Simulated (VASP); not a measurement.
# ZnS (P6_3mc) in VASP: a series of runs, part 2 of 2

VASP 6.6.1. The steps go on from the part before.

**4. Single point, r2SCAN (18.40 Å³/atom)**

This run uses another cell than the first one, of 18.40 Å³/atom.

File POSCAR:

```
ZnS
1.0
    3.7314893876      0.0000000000      0.0000000000
   -1.8657446938      3.2315646036      0.0000000000
    0.0000000000      0.0000000000     24.4090880452
Zn S
8 8
Direct
    0.0000000000      0.0000000000      0.0000530999
    0.0000000000      0.0000000000      0.5000530999
    0.3333333333      0.6666666667      0.1249400015
    0.6666666667      0.3333333333      0.6249400015
    0.3333333333      0.6666666667      0.3751882124
    0.6666666667      0.3333333333      0.8751882124
    0.3333333333      0.6666666667      0.7500459375
    0.6666666667      0.3333333333      0.2500459375
    0.0000000000      0.0000000000      0.0937083209
    0.0000000000      0.0000000000      0.5937083209
    0.3333333333      0.6666666667      0.2185863620
    0.6666666667      0.3333333333      0.7185863620
    0.3333333333      0.6666666667      0.4688138518
    0.6666666667      0.3333333333      0.9688138518
    0.3333333333      0.6666666667      0.8438642139
    0.6666666667      0.3333333333      0.3438642139
```

File INCAR.step1:

```
SYSTEM = ZnS
PREC = Accurate
ENCUT = 520
ISMEAR = 0
SIGMA = 0.02
LREAL = Auto
LASPH = .True.
NELM = 80
NBANDS = 86
GGA = PE
ALGO = Normal
EDIFF = 1E-4
LWAVE = .True.
LCHARG = .False.
```

File INCAR.step2:

```
SYSTEM = ZnS
PREC = Accurate
ENCUT = 520
EDIFF = 1E-6
ISMEAR = 0
SIGMA = 0.02
LREAL = Auto
LASPH = .True.
NELM = 80
ALGO = Normal
ISIF = 2
LWAVE = .False.
LCHARG = .False.
METAGGA = R2SCAN
LMIXTAU = .True.
NBANDS = 86
ISTART = 1
```

File KPOINTS:

```
Automatic mesh
0
Gamma
  6 6 1
  0 0 0
```

Potentials or basis: VASP PAW PBE potentials, release 64 (Zn, S).

Run with:

```sh
$ cat potpaw_PBE.64/Zn/POTCAR potpaw_PBE.64/S/POTCAR > POTCAR
$ cp INCAR.step1 INCAR
$ mpirun -np 1 vasp_std > vasp.out
$ cp INCAR.step2 INCAR
$ mpirun -np 1 vasp_std > vasp.out
```

OUTCAR:

```text
SYSTEM = ZnS
   PREC = Accurate
   ENCUT = 520
   EDIFF = 1E-6
   ISMEAR = 0
   LREAL = Auto
   LASPH = .True.
   NELM = 80
   ISIF = 2
   METAGGA = R2SCAN
   ISTART = 1

 ion  position               nearest neighbor table
   1  0.000  0.000  0.000-  14 2.29  14 2.29  14 2.29   9 2.29
   2  0.000  0.000  0.500-  13 2.29  13 2.29  13 2.29  10 2.29
   3  0.333  0.667  0.125-   9 2.29   9 2.29   9 2.29  11 2.29
   4  0.667  0.333  0.625-  10 2.29  10 2.29  10 2.29  12 2.29
   5  0.333  0.667  0.375-  13 2.29  16 2.29  16 2.29  16 2.29
   6  0.667  0.333  0.875-  14 2.29  15 2.29  15 2.29  15 2.29
[... 8 lines left out ...]
  15  0.333  0.667  0.844-   6 2.29   6 2.29   6 2.29   7 2.29
  16  0.667  0.333  0.344-   5 2.29   5 2.29   5 2.29   8 2.29

  LATTYP: Found a hexagonal cell.
 ALAT       =     3.7314893876
 C/A-ratio  =     6.5413794627

  Lattice vectors:

 A1 = (   3.7314893876,   0.0000000000,   0.0000000000)
 A2 = (  -1.8657446938,   3.2315646036,   0.0000000000)
 A3 = (   0.0000000000,   0.0000000000,  24.4090880452)

Analysis of symmetry for initial positions (statically):
[... 194 lines left out ...]
  band No.  band energies     occupation
      1     -11.6913      2.00000
      2     -11.5608      2.00000
      3     -11.5521      2.00000
      4     -11.2054      2.00000
      5     -11.1997      2.00000
      6     -10.8015      2.00000
[... 598 lines left out ...]
     83       9.2436      0.00000
     84       9.3906      0.00000
 [bands above 84 left out]

------------------------ aborting loop because EDIFF is reached ----------------------------------------

  FORCE on cell =-STRESS in cart. coord.  units (eV):
  Direction    XX          YY          ZZ          XY          YZ          ZX
  --------------------------------------------------------------------------------------
  -------------------------------------------------------------------------------------
  Total       10.3683664     10.3683664     10.2590294      0.0000000      0.0000000      0.0000000
  in kB       56.4383504     56.4383504     55.8431937      0.0000000      0.0000000      0.0000000
  external PRESSURE =      56.2399648 kB  Pullay stress =       0.0000000 kB

 VOLUME and BASIS-vectors are now :
 -----------------------------------------------------------------------------
  energy-cutoff  :      520.00
  volume of cell :      294.34
      direct lattice vectors                 reciprocal lattice vectors
     3.731489388  0.000000000  0.000000000     0.267989507  0.154723814  0.000000000
    -1.865744694  3.231564604  0.000000000     0.000000000  0.309447628  0.000000000
     0.000000000  0.000000000 24.409088045     0.000000000  0.000000000  0.040968347

 POSITION                                       TOTAL-FORCE (eV/Angst)
 -----------------------------------------------------------------------------------
      0.00000      0.00000      0.00130        -0.000000     -0.000000      0.021154
      0.00000      0.00000     12.20584         0.000000      0.000000      0.021154
     -0.00000      2.15438      3.04967         0.000000     -0.000000      0.011058
      1.86574      1.07719     15.25422        -0.000000      0.000000      0.011058
     -0.00000      2.15438      9.15800         0.000000      0.000000      0.019245
      1.86574      1.07719     21.36255        -0.000000      0.000000      0.019245
[... 8 lines left out ...]
     -0.00000      2.15438     20.59796         0.000000      0.000000     -0.015556
      1.86574      1.07719      8.39341        -0.000000      0.000000     -0.015556
 -----------------------------------------------------------------------------------
    total drift:                               -0.000002     -0.000003      0.226737

  FREE ENERGIE OF THE ION-ELECTRON SYSTEM (eV)
  ---------------------------------------------------
  free  energy   TOTEN  =      -150.6089235184 eV

  energy  without entropy=     -150.6089235184  energy(sigma->0) =     -150.60892352
```

OUTCAR.step1:

```text
SYSTEM = ZnS
   PREC = Accurate
   ENCUT = 520
   ISMEAR = 0
   LREAL = Auto
   LASPH = .True.
   NELM = 80
   GGA = PE
[... 860 lines left out ...]
      1.86574      1.07719     21.36255         0.000000     -0.000000      0.007531
[... 8 lines left out ...]
     -0.00000      2.15438     20.59796        -0.000000     -0.000000     -0.004319
      1.86574      1.07719      8.39341        -0.000000     -0.000000     -0.004319
 -----------------------------------------------------------------------------------
    total drift:                               -0.000003     -0.000005      0.008441

  FREE ENERGIE OF THE ION-ELECTRON SYSTEM (eV)
  ---------------------------------------------------
  free  energy   TOTEN  =       -54.1278424204 eV

  energy  without entropy=      -54.1278424204  energy(sigma->0) =      -54.12784242
```

OSZICAR.step1:

```text
N       E                     dE             d eps       ncg     rms          rms(c)
DAV:   1     0.140211599770E+04    0.14021E+04   -0.64453E+04  1204   0.207E+03
DAV:   2     0.190889924348E+03   -0.12112E+04   -0.11658E+04  1204   0.520E+02
DAV:   3    -0.407226502005E+02   -0.23161E+03   -0.22324E+03  1328   0.190E+02
DAV:   4    -0.572228338974E+02   -0.16500E+02   -0.16392E+02  1378   0.516E+01
[... 10 lines left out ...]
DAV:  15    -0.541288444229E+02    0.46585E-03   -0.18590E-03  1488   0.170E-01    0.393E-01
DAV:  16    -0.541284645659E+02    0.37986E-03   -0.80286E-05   728   0.121E-01    0.315E-01
DAV:  17    -0.541280620948E+02    0.40247E-03   -0.50063E-04  1152   0.102E-01    0.237E-01
DAV:  18    -0.541278377410E+02    0.22435E-03   -0.14497E-04   738   0.901E-02    0.182E-01
DAV:  19    -0.541278424204E+02   -0.46794E-05   -0.11630E-04   728   0.613E-02
   1 F= -.54127842E+02 E0= -.54127842E+02  d E =-.532075E-25
```

Run time: 35 min. Hardware: 1 thread of Intel Xeon 8259CL, shared host; peak memory 0.48 GiB.

Results:

| Item | Value |
| --- | --- |
| Free energy | -150.6089 eV |
| Pressure | 5.6 GPa |
| Largest force | 0.021 eV/Å |
| Band gap on the k mesh | 3.03 eV |

Forces in eV/Å, atoms in the order of the input:
```
Zn   0.000  0.000  0.021
Zn   0.000  0.000  0.021
Zn   0.000  0.000  0.011
Zn   0.000  0.000  0.011
Zn   0.000  0.000  0.019
Zn   0.000  0.000  0.019
Zn   0.000  0.000  0.012
Zn   0.000  0.000  0.012
S    0.000  0.000 -0.016
S    0.000  0.000 -0.016
S    0.000  0.000 -0.017
S    0.000  0.000 -0.017
S    0.000  0.000 -0.015
S    0.000  0.000 -0.015
S    0.000  0.000 -0.016
S    0.000  0.000 -0.016
```

Levels at points of the mesh, in eV from the valence-band top:
```csv
k point,band 70,band 71,band 72,band 73,band 74,band 75
"(0.00, 0.00, 0.00)",-0.03,0.00,0.00,3.03,3.78,3.87
"(0.50, 0.00, 0.00)",-1.26,-1.17,-1.00,3.65,3.72,4.12
```

Caveat: the cell stands under pressure; the PAW data sets were made with another functional, which shifts forces and pressure a little.

**5. Summary**

| cell | gap on the mesh (eV) | pressure (GPa) | largest force (eV/Å) |
| --- | --- | --- | --- |
| a = 3.649, b = 3.649, c = 23.891 Å, angles 90.0, 90.0, 120.0°, 16 atoms | 3.35 | 13.3 | 0.01 |
| a = 3.691, b = 3.691, c = 24.153 Å, angles 90.0, 90.0, 120.0°, 16 atoms | 3.19 | 9.2 | 0.02 |
| a = 3.731, b = 3.731, c = 24.409 Å, angles 90.0, 90.0, 120.0°, 16 atoms | 3.03 | 5.6 | 0.02 |

Alike in all rows: task single point; level r2SCAN; potentials or basis VASP PAW PBE potentials, release 64 (Zn, S); no spin polarisation; k mesh 6 × 6 × 1; cutoff (eV) 520; smearing gaussian 0.02 eV.

Caveats: the cell stands under pressure; the PAW data sets were made with another functional, which shifts forces and pressure a little; an odd mesh through Γ misses points on the zone boundary, where band edges can lie (at least some runs).

Total energies depend on the potentials used, so only differences within one code and one set of settings carry meaning.
